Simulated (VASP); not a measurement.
**GaN: single point with LDA**

GaN:

```
Ga N
1.0
     0.00000    2.11367    2.11367
     2.11367    0.00000    2.11367
     2.11367    2.11367    0.00000
Ga N
1 1
Direct
  0.00000 0.00000 0.00000
  0.50000 0.50000 0.50000
```

```json
{"Program": "VASP 6.6.1", "Task": "single point", "Functional": "LDA", "Potentials or basis": "VASP PAW LDA potentials, release 64 (Ga_d, N)", "Cutoff": "600 eV", "k mesh": "7 × 7 × 7", "Occupations": "methfessel-paxton, width 0.05 eV", "Spin": "no spin polarisation", "Dipole correction": "no", "Further INCAR settings": "ALGO = Normal; EDIFF = 1e-06; NBANDS = 16"}
```

```yaml
Pressure: -6.6 GPa
Band_gap_on_the_k_mesh: 0.82 eV, indirect (least direct gap 2.82 eV)
```

Levels at points of the mesh, in eV from the valence-band top:
| k point | band 7 | band 8 | band 9 | band 10 | band 11 | band 12 |
| --- | --- | --- | --- | --- | --- | --- |
| (0.00, 0.00, 0.00) | -0.48 | -0.48 | -0.48 | 2.35 | 14.69 | 14.69 |

It took 9.3 s on 1 thread of Intel Xeon 8259CL, with other jobs on the host, peak memory 0.13 GiB.

A k mesh can miss the band edges.
